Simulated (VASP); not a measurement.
The system is CdBr.

```
CELL_PARAMETERS angstrom
0.00000 3.07239 3.07239
3.07239 0.00000 3.07239
3.07239 3.07239 0.00000
ATOMIC_POSITIONS crystal
Cd 0.00000 0.00000 0.00000
Br 0.50000 0.50000 0.50000
```

```yaml
Program: VASP 6.6.1
Task: relaxation of cell and atoms
Functional: PBE
Potentials_or_basis: VASP PAW PBE potentials, release 64 (Cd, Br)
Cutoff: 600 eV
k_mesh: 16 × 16 × 16
Occupations: gaussian, width 0.1 eV
Spin: no spin polarisation
```

At the start: pressure 1.3 GPa; volume 29.00 Å³/atom.

Task: Where does the relaxation end?

Result: Over 3 steps the energy falls by 5.1 meV/atom and the volume is 30.34 Å³/atom (+4.6 %); space group Fm-3m (No. 225, to 0.05 Å).

Step by step:
| step | energy change (eV) | largest force (eV/Å) | pressure (GPa) | volume (Å³) |
| --- | --- | --- | --- | --- |
| 1 | 0.0000 | 0.0000 | 1.31 | 58.00 |
| 2 | -0.0096 | 0.0000 | 0.28 | 60.01 |
| 3 | -0.0102 | 0.0000 | 0.01 | 60.69 |

Final structure:
```yaml
crystal:
  lattice:
    - [0.00000, 3.11906, 3.11906]
    - [3.11906, 0.00000, 3.11906]
    - [3.11906, 3.11906, 0.00000]
  atoms:
    - { symbol: Cd, position: [0.00000, 0.00000, 0.00000] }
    - { symbol: Br, position: [0.50000, 0.50000, 0.50000] }
```

Caveat: an odd number of electrons without spin polarisation forces a metal; a magnetic or distorted state may lie lower.
